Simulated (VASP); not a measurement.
Write the native input for VASP 6.6.1 that does the following.

- Task: electric field gradients
- Functional: LDA
- Potentials or basis: VASP PAW LDA potentials, release 64 (Cu)
- Cutoff: 520 eV
- k mesh: 8 × 8 × 8
- Occupations: fermi-dirac, width 0.05 eV
- Spin: no spin polarisation
- Dipole correction: no
- Further INCAR settings: ALGO = Normal; EDIFF = 1e-08; NBANDS = 54

The structure of Cu lies in POSCAR:

```
Cu
1.0
    0.0000000000      3.6150000000      3.6150000000
    3.6150000000      0.0000000000      3.6150000000
    3.6150000000      3.6150000000      0.0000000000
Cu
8
Direct
    0.0000000000      0.0000000000      0.0000000000
    0.0000000000      0.0000000000      0.5000000000
    0.0000000000      0.5000000000      0.0000000000
    0.0000000000      0.5000000000      0.5000000000
    0.5000000000      0.0000000000      0.0000000000
    0.5000000000      0.0000000000      0.5000000000
    0.5000000000      0.5000000000      0.0000000000
    0.5000000000      0.5000000000      0.5000000000
```

One way to write it, as run:

INCAR

```
SYSTEM = Cu
ALGO = Normal
EDIFF = 1E-8
ENCUT = 520
GGA = CA
ISIF = 2
ISMEAR = -1
LASPH = .True.
LCHARG = .False.
LEFG = .True.
LREAL = .False.
LWAVE = .False.
NBANDS = 54
NELM = 80
PREC = Accurate
SIGMA = 0.05
```

KPOINTS

```
k-points
0
Gamma
  8 8 8
  0 0 0
```

Potentials or basis: VASP PAW LDA potentials, release 64 (Cu).

The run is started by

```console
$ cat potpaw_LDA.64/Cu/POTCAR > POTCAR
$ mpirun -np 1 vasp_std > vasp.out
```

It gave:

```
Pressure                                : -11.7 GPa
Band gap on the k mesh                  : zero (bands 44 and 45 overlap by 1.91 eV)
Largest electric field gradient by atom : zero within the noise of the run
```

Caveat: the cell stands under tension.

Wall time 2.9 min on 1 thread of Intel Xeon 8259CL, on a shared host, peak memory 0.25 GiB.
